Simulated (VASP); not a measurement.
Pt:

```
Pt
1.0
     2.76067    0.00000    0.00000
    -1.38033    2.39081    0.00000
     0.00000    0.00000    4.79213
Pt
2
Cartesian
  0.0000 1.5939 1.1980
  1.3803 0.7969 3.5941
```

Base run:

```yaml
Program: VASP 6.6.1
Functional: LDA
Potentials_or_basis: VASP PAW LDA potentials, release 64 (Pt_sv_GW)
Cutoff: 500 eV
k_mesh: 11 × 11 × 6
Occupations: fermi-dirac, width 0.05 eV
Spin: no spin polarisation
```

Its results: band gap on the k mesh zero (band 18 reaches 9.99 eV, above the bottom of band 19 at 8.81 eV); pressure -18.0 GPa.

Q: The run is repeated on the same cell with these changes: functional from LDA to r2SCAN; potentials or basis from VASP PAW LDA potentials, release 64 (Pt_sv_GW) to VASP PAW PBE potentials, release 64 (Pt_sv_GW); cutoff from 500 eV to 550 eV. What comes out?

A: Band gap on the k mesh zero (band 18 reaches 10.02 eV, above the bottom of band 19 at 8.74 eV); pressure -8.2 GPa.

Caveats: spin-orbit coupling is left out, which moves the levels of the heavy elements; the PAW data sets were made with another functional, which shifts forces and pressure a little (some runs).
